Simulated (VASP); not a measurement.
A run of VASP 6.6.1:

Contents of INCAR:

```
SYSTEM = Li2S
ALGO = Normal
EDIFF = 1E-8
ENCUT = 830
GGA_COMPAT = .False.
IBRION = 6
ISIF = 2
ISMEAR = 0
LASPH = .True.
LCHARG = .False.
LMIXTAU = .True.
LREAL = .False.
LWAVE = .False.
METAGGA = R2SCAN
NBANDS = 13
NELM = 120
NFREE = 2
NSW = 1
POTIM = 0.015
PREC = Accurate
SIGMA = 0.01
```

Contents of KPOINTS:

```
k-points
0
Gamma
  8 8 8
  0 0 0
```

Contents of POSCAR:

```
Li2S
1.0
    2.6373211189      2.6373211189      0.0000000000
   -2.6373211189      2.6373211189      0.0000000000
    0.0000000000      2.6373211189      2.6373211189
Li S
2 1
Direct
    0.2500000000      0.7500000000      0.5000000000
    0.7500000000      0.2500000000      0.5000000000
    0.0000000000      0.0000000000      0.0000000000
```

Potentials or basis: VASP PAW PBE potentials, release 64 (Li_sv, S).

Launch:

```bash
$ cat potpaw_PBE.64/Li_sv/POTCAR potpaw_PBE.64/S/POTCAR > POTCAR
$ mpirun -np 1 vasp_std > vasp.out
```

Hardware: 1 thread of Intel(R) Xeon(R) 6975P-C (Granite Rapids), with other jobs on the host.

Problem. Estimate the wall time of this run.

Solution. Run time: 8.7 min on 1 thread of Intel(R) Xeon(R) 6975P-C (Granite Rapids) (shared host), peak memory 0.31 GiB. Counts: scf iterations 89, k points 29.
